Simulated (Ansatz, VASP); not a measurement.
**ScAl in VASP and in Ansatz**

```
Sc Al
1.0
     2.16340   -5.25022    0.00000
     2.16340    5.25022    0.00000
     0.00000    0.00000    3.77129
Sc Al
2 2
Direct
  0.86468 0.13532 0.25000
  0.13532 0.86468 0.75000
  0.58451 0.41550 0.25000
  0.41550 0.58451 0.75000
```

Alike in both runs: task single point; functional PBEsol; k mesh 10 × 10 × 12; occupations gaussian, width 0.1 eV; no spin polarisation.

|  | VASP | Ansatz |
| --- | --- | --- |
| version | VASP 6.6.1 | Ansatz 0.2.0 |
| potentials or method | VASP PAW PBE potentials, release 64 (Sc_sv, Al), cutoff 520 eV | scalar-relativistic, plane waves, PAW |
| valence electrons in the cell | 28 | 28 |

Ansatz gave:

| Property | Result |
| --- | --- |
| gap on the k mesh at the Fermi level (eV) | none |
| pressure (GPa) | -2.1 |
| traceless stress, the component that is largest in VASP (GPa) | -0.75 |
| rms of the force components (eV/Å) | 0.030 |

**Question.** Which values does VASP return?

**Answer.** gap on the k mesh at the Fermi level (eV): none; pressure (GPa): -2.0; traceless stress, the component that is largest in VASP (GPa): -0.74; rms of the force components (eV/Å): 0.031.

VASP's potentials were made for PBE, not for PBEsol. Atom by atom the forces differ by 0.002 eV/Å (rms over components). A gap of «none» marks a metal or a gap that the smearing closes.
